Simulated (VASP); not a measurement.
# TiCo (Pm-3m) in VASP: single point with PBE0

Aim: the single point of TiCo with PBE0.

Everything below comes from runs of VASP 6.6.1. Logs are shortened: lines on timing, memory, paths and dates and some standing lists are left out, and cuts for length are marked.

### Step 1. The cell of the first run

The structure is cubic, space group Pm-3m (No. 221). Conventional cell: a = 3.025 Å, b = 3.025 Å, c = 3.025 Å, α = 90.00°, β = 90.00°, γ = 90.00°. Within 3.5 Å of Co (site symmetry m-3m) lie 8 Ti at 2.62 Å and 6 Co at 3.03 Å. Within 3.5 Å of Ti (site symmetry m-3m) lie 8 Co at 2.62 Å and 6 Ti at 3.03 Å.

### Step 2. Single point, PBE0, collinear spin, ferromagnetic start

File POSCAR:

```
TiCo
1.0
    3.0254064304      0.0000000000      0.0000000000
    0.0000000000      3.0254064304      0.0000000000
    0.0000000000      0.0000000000      3.0254064304
Co Ti
1 1
Direct
    0.5000000000      0.5000000000      0.5000000000
    0.0000000000      0.0000000000      0.0000000000
```

File INCAR.step1:

```
SYSTEM = TiCo
ALGO = Normal
EDIFF = 1E-5
ENCUT = 520
GGA = PE
ISIF = 2
ISMEAR = -1
ISPIN = 2
LASPH = .TRUE.
LCHARG = .FALSE.
LMAXMIX = 4
LORBIT = 11
LREAL = .FALSE.
LWAVE = .TRUE.
MAGMOM = 2 1
NBANDS = 22
NELM = 150
PREC = Accurate
SIGMA = 0.05
```

File INCAR.step2:

```
SYSTEM = TiCo
AEXX = 0.25
ALGO = Normal
EDIFF = 1E-6
ENCUT = 520
GGA = PE
ISIF = 2
ISMEAR = -1
ISPIN = 2
ISTART = 1
LASPH = .TRUE.
LCHARG = .FALSE.
LHFCALC = .TRUE.
LMAXMIX = 4
LORBIT = 11
LREAL = .FALSE.
LWAVE = .FALSE.
MAGMOM = 2 1
NBANDS = 22
NELM = 150
PREC = Accurate
PRECFOCK = Normal
SIGMA = 0.05
```

File KPOINTS:

```
k-points
0
G
  4 4 4
  0 0 0
```

Potentials or basis: VASP PAW PBE potentials, release 64 (Co, Ti_sv).

Started as:

```
cat potpaw_PBE.64/Co/POTCAR potpaw_PBE.64/Ti_sv/POTCAR > POTCAR
cp INCAR.step1 INCAR
mpirun -np 1 vasp_std > vasp.out
cp INCAR.step2 INCAR
mpirun -np 1 vasp_std > vasp.out
```

OUTCAR:

```text
SYSTEM = TiCo
   AEXX = 0.25
   EDIFF = 1E-6
   ENCUT = 520
   GGA = PE
   ISIF = 2
   ISMEAR = -1
   ISPIN = 2
   ISTART = 1
   LASPH = .TRUE.
   LHFCALC = .TRUE.
   LORBIT = 11
   LREAL = .FALSE.
   NELM = 150
   PREC = Accurate
   PRECFOCK = Normal

 ion  position               nearest neighbor table
   1  0.500  0.500  0.500-   2 2.62   2 2.62   2 2.62   2 2.62   2 2.62   2 2.62   2 2.62   2 2.62

   2  0.000  0.000  0.000-   1 2.62   1 2.62   1 2.62   1 2.62   1 2.62   1 2.62   1 2.62   1 2.62

  LATTYP: Found a simple cubic cell.
 ALAT       =     3.0254064304

  Lattice vectors:

 A1 = (   3.0254064304,   0.0000000000,   0.0000000000)
 A2 = (   0.0000000000,   3.0254064304,   0.0000000000)
 A3 = (   0.0000000000,   0.0000000000,   3.0254064304)

Analysis of symmetry for initial positions (statically):
=====================================================================
 Subroutine PRICEL returns:
 Original cell was already a primitive cell.

 Routine SETGRP: Setting up the symmetry group for a
 simple cubic supercell.

 Subroutine GETGRP returns: Found 48 space group operations
 (whereof 48 operations were pure point group operations)
 out of a pool of 48 trial point group operations.

The static configuration has the point symmetry O_h .

Analysis of symmetry for dynamics (positions and initial velocities):
=====================================================================
 Subroutine PRICEL returns:
 Original cell was already a primitive cell.

 Routine SETGRP: Setting up the symmetry group for a
 simple cubic supercell.

 Subroutine GETGRP returns: Found 48 space group operations
 (whereof 48 operations were pure point group operations)
 out of a pool of 48 trial point group operations.

The dynamic configuration has the point symmetry O_h .

Analysis of structural, dynamic, and magnetic symmetry:
=====================================================================
 Subroutine PRICEL returns:
 Original cell was already a primitive cell.

 Routine SETGRP: Setting up the symmetry group for a
 simple cubic supercell.

 Subroutine GETGRP returns: Found 48 space group operations
 (whereof 48 operations were pure point group operations)
 out of a pool of 48 trial point group operations.

The overall configuration has the point symmetry O_h .

 Subroutine INISYM returns: Found 48 space group operations
 (whereof 48 operations are pure point group operations),
 and found     1 'primitive' translations

----------------------------------------------------------------------------------------

                                     Primitive cell

  volume of cell :      27.6918

  direct lattice vectors                    reciprocal lattice vectors
     3.025406430  0.000000000  0.000000000     0.330534103  0.000000000  0.000000000
     0.000000000  3.025406430  0.000000000     0.000000000  0.330534103  0.000000000
     0.000000000  0.000000000  3.025406430     0.000000000  0.000000000  0.330534103

  length of vectors
     3.025406430  3.025406430  3.025406430     0.330534103  0.330534103  0.330534103

  position of ions in fractional coordinates (direct lattice)
     0.500000000  0.500000000  0.500000000
     0.000000000  0.000000000  0.000000000

  ion indices of the primitive-cell ions
   primitive index   ion index
                 1           1
                 2           2

----------------------------------------------------------------------------------------

 KPOINTS: k-points

Automatic generation of k-mesh.
 Grid dimensions read from file:
 generate k-points for:    4    4    4

 Generating k-lattice:

  Cartesian coordinates                     Fractional coordinates (reciprocal lattice)
     0.082633526  0.000000000  0.000000000     0.250000000  0.000000000  0.000000000
     0.000000000  0.082633526  0.000000000     0.000000000  0.250000000  0.000000000
     0.000000000  0.000000000  0.082633526     0.000000000  0.000000000  0.250000000

  Length of vectors
     0.082633526  0.082633526  0.082633526

  Shift w.r.t. Gamma in fractional coordinates (k-lattice)
     0.000000000  0.000000000  0.000000000

 Subroutine IBZKPT returns following result:
 ===========================================

 Found     10 irreducible k-points:

 Following reciprocal coordinates:
            Coordinates               Weight
  0.000000  0.000000  0.000000      1.000000
  0.250000  0.000000  0.000000      6.000000
  0.500000  0.000000  0.000000      3.000000
  0.250000  0.250000  0.000000     12.000000
  0.500000  0.250000  0.000000     12.000000
  0.500000  0.500000  0.000000      3.000000
  0.250000  0.250000  0.250000      8.000000
  0.500000  0.250000  0.250000     12.000000
  0.500000  0.500000  0.250000      6.000000
  0.500000  0.500000  0.500000      1.000000
   k-points           NKPTS =     10   k-points in BZ     NKDIM =     64   number of bands    NBANDS=     22
   number of dos      NEDOS =    301   number of ions     NIONS =      2
   total plane-waves  NPLWV =  13824
   dimension x,y,z NGX =    24 NGY =   24 NGZ =   24
   dimension x,y,z NGXF=    48 NGYF=   48 NGZF=   48
   ions per type =               1   1
   NGX,Y,Z   is equivalent  to a cutoff of  13.19, 13.19, 13.19 a.u.
   NGXF,Y,Z  is equivalent  to a cutoff of  26.38, 26.38, 26.38 a.u.
 SYSTEM =  TiCo
   PREC   = accura    normal or accurate (medium, high low for compatibility)
   ISTART =      1    job   : 0-new  1-cont  2-samecut
   ICHARG =      0    charge: 1-file 2-atom 10-const
   ISPIN  =      2    spin polarized calculation?
   LNONCOLLINEAR =      F non collinear calculations
   LSORBIT =      F    spin-orbit coupling
   LASPH  =      T    aspherical Exc in radial PAW
   ENCUT  =  520.0 eV  38.22 Ry    6.18 a.u.   5.63  5.63  5.63*2*pi/ulx,y,z
   NELM   =    150;   NELMIN=  2; NELMDL=  0     # of ELM steps
   EDIFF  = 0.1E-05   stopping-criterion for ELM
   LREAL  =      F    real-space projection
   EDIFFG = 0.1E-04   stopping-criterion for IOM
   NSW    =      0    number of steps for IOM
   IBRION =     -1    ionic relax: 0-MD 1-quasi-New 2-CG
   NFREE  =      0    steps in history (QN), initial steepest desc. (CG)
   ISIF   =      2    stress and relaxation
   ISYM   =      3    0-nonsym 1-usesym 2-fastsym
   POTIM  = 0.5000    time-step for ionic-motion
   TEBEG  =    0.0;   TEEND  =   0.0 temperature during run
   PSTRESS=    0.0 pullay stress
   NELECT =      21.0000    total number of electrons
   NUPDOWN=      -1.0000    fix difference up-down
   EMIN   =  10.00;   EMAX   =-10.00  energy-range for DOS
   EFERMI =   0.00;   METHOD = LEGACY
   ISMEAR =    -1;   SIGMA  =   0.05  broadening in eV -4-tet -1-fermi 0-gaus
   EFERMI_NEDOS =   21; number of points for ismear=-14 and -15
   IALGO  =     38    algorithm
   IMIX   =      1    mixing-type and parameters
     AMIX     =   0.40;   BMIX     =  1.00
     AMIX_MAG =   1.60;   BMIX_MAG =  1.00
  volume/ion in A,a.u.               =      13.85        93.44
  Fermi-wavevector in a.u.,A,eV,Ry     =   1.492901  2.821173 30.324012  2.228752
  Thomas-Fermi vector in A             =   2.605370
   LORBIT       =     11    0 simple, 1 ext, 2 COOP (PROOUT), +10 PAW based schemes
   GGA     = PE    functional components
   LHFCALC =     T    Hartree Fock is set to
   PRECFOCK=normal    Normal, Fast or Accurate (Low or Medium for compatibility)
   ENCUT4O =  -1.0   cutoff for four orbital integrals eV
   NKREDX  =     1    reduce k-point grid by
   NKREDY  =     1    reduce k-point grid by
   NKREDZ  =     1    reduce k-point grid by
   AEXX    =    0.2500 exact exchange contribution
   HFSCREEN=    0.0000 screening length (either q_TF or 0.3 A-1)
   HFSCREENC=   0.0000 screening length for correlation (either q_TF or 0.3 A-1)
   ENCUTFOCK=  -1.0 apply spherical cutoff to Coloumb kernel
   IVDW    =     0    specifies the selected vdW correction
   LEPSILON=     F    determine dielectric tensor
   LRPA    =     F    only Hartree local field effects (RPA)
 spin polarized calculation
  energy-cutoff  :      520.00
  volume of cell :       27.69
 maximum number of plane-waves:       768
 NGX is ok and might be reduce to    24
  NGX = 18; NGY = 18; NGZ = 18

 number of electron      20.9999999 magnetization       0.9062468

 Free energy of the ion-electron system (eV)
  ---------------------------------------------------
  ext. energy  EPLUGINS =         0.00000000
  ---------------------------------------------------
  free energy    TOTEN  =       -21.68492416 eV

  energy without entropy =      -21.68279324  energy(sigma->0) =      -21.68385870

 E-fermi :   9.7486     XC(G=0):  -9.7068

 val. band max:        9.6682093788   @ k =   0.2500   0.0000   0.0000
 cond. band min:      10.1957443095   @ k =   0.2500   0.2500   0.0000
 fundamental gap:      0.5275349307
 Fermi energy:         9.7485671272

 spin component 1

 k-point     1 :       0.0000    0.0000    0.0000
  band No.  band energies     occupation
      1     -52.9429      1.00000
      2     -27.3493      1.00000
      3     -27.3493      1.00000
      4     -27.3493      1.00000
      5       0.4407      1.00000
      6       2.9833      1.00000
[... 223 lines left out ...]
      5       4.3719      1.00000
      6       4.3720      1.00000
[... 14 lines left out ...]
     21      20.4689      0.00000
     22      23.9025      0.00000
 Fermi energy:         9.7485671272

 spin component 2

 k-point     1 :       0.0000    0.0000    0.0000
  band No.  band energies     occupation
      1     -53.3473      1.00000
      2     -27.7954      1.00000
      3     -27.7954      1.00000
      4     -27.7954      1.00000
      5      -0.1192      1.00000
      6       5.5632      1.00000
[... 224 lines left out ...]
      6       5.6516      1.00000
[... 14 lines left out ...]
     21      20.2257      0.00000
     22      23.3512      0.00000

------------------------ aborting loop because EDIFF is reached ----------------------------------------

  FORCE on cell =-STRESS in cart. coord.  units (eV):
  Direction    XX          YY          ZZ          XY          YZ          ZX
  --------------------------------------------------------------------------------------
  -------------------------------------------------------------------------------------
  Total       -0.8524860     -0.8524860     -0.8524860      0.0000000      0.0000000      0.0000000
  in kB      -49.3226786    -49.3226786    -49.3226786      0.0000000      0.0000000      0.0000000
  external PRESSURE =     -49.3226786 kB  Pullay stress =       0.0000000 kB

 VOLUME and BASIS-vectors are now :
 -----------------------------------------------------------------------------
  energy-cutoff  :      520.00
  volume of cell :       27.69
      direct lattice vectors                 reciprocal lattice vectors
     3.025406430  0.000000000  0.000000000     0.330534103  0.000000000  0.000000000
     0.000000000  3.025406430  0.000000000     0.000000000  0.330534103  0.000000000
     0.000000000  0.000000000  3.025406430     0.000000000  0.000000000  0.330534103

 POSITION                                       TOTAL-FORCE (eV/Angst)
 -----------------------------------------------------------------------------------
      1.51270      1.51270      1.51270         0.000000      0.000000      0.000000
      0.00000      0.00000      0.00000         0.000000      0.000000      0.000000
 -----------------------------------------------------------------------------------
    total drift:                                0.000000     -0.000000      0.000000

  FREE ENERGIE OF THE ION-ELECTRON SYSTEM (eV)
  ---------------------------------------------------
  free  energy   TOTEN  =       -21.6849241563 eV

  energy  without entropy=      -21.6827932394  energy(sigma->0) =      -21.68385870

 total charge

# of ion       s       p       d       tot
------------------------------------------
    1        0.522   0.496   7.241   8.258
    2        2.238   6.190   1.728  10.156
--------------------------------------------------
tot          2.760   6.686   8.969  18.415

 magnetization (x)

# of ion       s       p       d       tot
------------------------------------------
    1        0.028  -0.077   1.687   1.638
    2       -0.012  -0.067  -0.341  -0.420
--------------------------------------------------
tot          0.016  -0.145   1.347   1.218
```

It took 43 min on 1 thread of Intel Xeon Platinum 8375C at 2.90GHz (Ice Lake), shared host; peak memory 0.17 GiB.

Results:

* Free energy: -21.6849 eV
* Pressure: -4.9 GPa
* Net moment: 0.91 μB per cell
* Site moments: Co +1.64; Ti -0.42 μB
* Valence electrons inside the program's atomic spheres: Co 8.26; Ti 10.16

Caveat: the k points lie up to 0.52 Å⁻¹ apart; the PAW data sets were made with another functional, which shifts forces and pressure a little.
